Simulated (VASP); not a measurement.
Wanted: the native input for a VASP 6.6.1 run.

```yaml
Task: single point
Functional: PBE
Potentials_or_basis: VASP PAW PBE potentials, release 64 (Cs_sv, Pb_d, Br)
Cutoff: 520 eV
k_mesh: 4 × 4 × 4
Occupations: gaussian, width 0.01 eV
Spin: no spin polarisation
Dipole_correction: no
Further_INCAR_settings: ALGO = Normal; EDIFF = 1e-07; NBANDS = 30
```

The structure of CsPbBr3 lies in POSCAR:

```
CsPbBr3
1.0
    5.9429133208      0.0000000000      0.0000000000
    0.0000000000      5.9429133208      0.0000000000
    0.0000000000      0.0000000000      5.9429133208
Cs Pb Br
1 1 3
Direct
    0.0000000000      0.0000000000      0.0000000000
    0.5000000000      0.5000000000      0.5000000000
    0.0000000000      0.5000000000      0.5000000000
    0.5000000000      0.0000000000      0.5000000000
    0.5000000000      0.5000000000      0.0000000000
```

These files were run (other wordings do the same):

INCAR

```
SYSTEM = CsPbBr3
PREC = Accurate ; ENCUT = 520
EDIFF = 1E-7 ; ISMEAR = 0
SIGMA = 0.01 ; LREAL = .FALSE.
LASPH = .TRUE. ; NELM = 60
ALGO = Normal ; ISIF = 2
LWAVE = .FALSE. ; LCHARG = .FALSE.
GGA = PE ; NBANDS = 30
```

KPOINTS

```
Automatic mesh
0
G
  4 4 4
  0 0 0
```

Potentials or basis: VASP PAW PBE potentials, release 64 (Cs_sv, Pb_d, Br).

Launch:

```sh
$ cat potpaw_PBE.64/Cs_sv/POTCAR potpaw_PBE.64/Pb_d/POTCAR potpaw_PBE.64/Br/POTCAR > POTCAR
$ mpirun -np 1 vasp_std > vasp.out
```

Results of the run:

```json
{
  "Pressure": "0.7 GPa",
  "Band gap on the k mesh": "1.67 eV"
}
```

Caveat: spin-orbit coupling is left out, which moves the levels of the heavy elements.

It took 29 s on 1 thread of Intel(R) Xeon(R) 6975P-C (Granite Rapids), with other jobs on the host, peak memory 0.34 GiB.
